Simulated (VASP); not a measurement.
Input of a VASP 6.6.1 run:

File INCAR:

```
PREC = Accurate
ENCUT = 520
EDIFF = 1E-6
ISMEAR = 0
SIGMA = 0.1
LREAL = F
LASPH = T
NELM = 100
ALGO = Normal
ISIF = 2
LWAVE = F
LCHARG = T
GGA = PE
LELF = T
LVHAR = T
NBANDS = 19
```

File KPOINTS:

```
regular mesh
0
Gamma
  6 6 4
```

The input POSCAR:

```
Al3B2As
1.0
    6.4779746463      0.0000000000      0.0000000000
   -3.2389873232      5.6100906088      0.0000000000
    0.0000000000      0.0000000000      2.8525750803
Al B As
3 2 1
Direct
    0.6549456108      0.0000000000      0.5000000000
    0.0000000000      0.6549456108      0.5000000000
    0.3450543892      0.3450543892      0.5000000000
    0.3333333333      0.6666666667      0.5000000000
    0.6666666667      0.3333333333      0.5000000000
    0.0000000000      0.0000000000      0.0000000000
```

Potentials or basis: VASP PAW PBE potentials, release 64 (Al, B, As).

Run with:

```console
$ cat potpaw_PBE.64/Al/POTCAR potpaw_PBE.64/B/POTCAR potpaw_PBE.64/As/POTCAR > POTCAR
$ mpirun -np 1 vasp_std > vasp.out
```

Problem. Estimate the pressure.

Solution. 0.0 GPa.

Problem. Estimate the largest force.

Solution. 0.019 eV/Å.

Problem. Predict the band gap on the k mesh.

Solution. Zero (bands 10 and 11 overlap by 3.43 eV).

Forces in eV/Å, atoms in the order of the input:
```
Al  -0.019  0.000  0.000
Al   0.009 -0.016  0.000
Al   0.009  0.016  0.000
B    0.000  0.000  0.000
B    0.000  0.000  0.000
As   0.000  0.000  0.000
```

Caveat: the k points lie up to 0.55 Å⁻¹ apart, too coarse for converged energies and pressures of a metal.
